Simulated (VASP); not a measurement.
Set up this calculation in VASP 6.6.1, as the native input.

```yaml
Task: single point
Functional: PBE
Potentials_or_basis: VASP PAW PBE potentials, release 64 (Zn, Se, S)
Cutoff: 520 eV
k_mesh: 6 × 6 × 6
Occupations: gaussian, width 0.02 eV
Spin: no spin polarisation
Dipole_correction: no
Further_INCAR_settings: ALGO = Normal; EDIFF = 1e-06; NBANDS = 46
```

The structure of Zn4Se3S lies in POSCAR:

```
Zn4Se3S
1.0
    5.6590480000      0.0000000000      0.0000000000
    0.0000000000      5.6590480000      0.0000000000
    0.0000000000      0.0000000000      5.6590480000
Zn Se S
4 3 1
Direct
    0.7565560000      0.7565560000      0.7565560000
    0.7565560000      0.2434440000      0.2434440000
    0.2434440000      0.7565560000      0.2434440000
    0.2434440000      0.2434440000      0.7565560000
    0.5000000000      0.5000000000      0.0000000000
    0.5000000000      0.0000000000      0.5000000000
    0.0000000000      0.5000000000      0.5000000000
    0.0000000000      0.0000000000      0.0000000000
```

These files were run (other wordings do the same):

INCAR

```
SYSTEM = Zn4Se3S
PREC = Accurate ; ENCUT = 520
EDIFF = 1E-6 ; ISMEAR = 0
SIGMA = 0.02 ; LREAL = .False.
LASPH = .True. ; NELM = 100
ALGO = Normal ; ISIF = 2
LWAVE = .False. ; LCHARG = .False.
GGA = PE ; NBANDS = 46
```

KPOINTS

```
regular mesh
0
Gamma
  6 6 6
  0 0 0
```

Potentials or basis: VASP PAW PBE potentials, release 64 (Zn, Se, S).

Run with:

```sh
$ cat potpaw_PBE.64/Zn/POTCAR potpaw_PBE.64/Se/POTCAR potpaw_PBE.64/S/POTCAR > POTCAR
$ mpirun -np 1 vasp_std > vasp.out
```

It gave:

| Quantity | Value |
| --- | --- |
| Pressure | 0.2 GPa |
| Largest force | 0.009 eV/Å |
| Band gap on the k mesh | 1.32 eV |

It took 2.2 min on 1 thread of Intel(R) Xeon(R) Platinum 8488C (Sapphire Rapids) (shared host), peak memory 0.33 GiB.
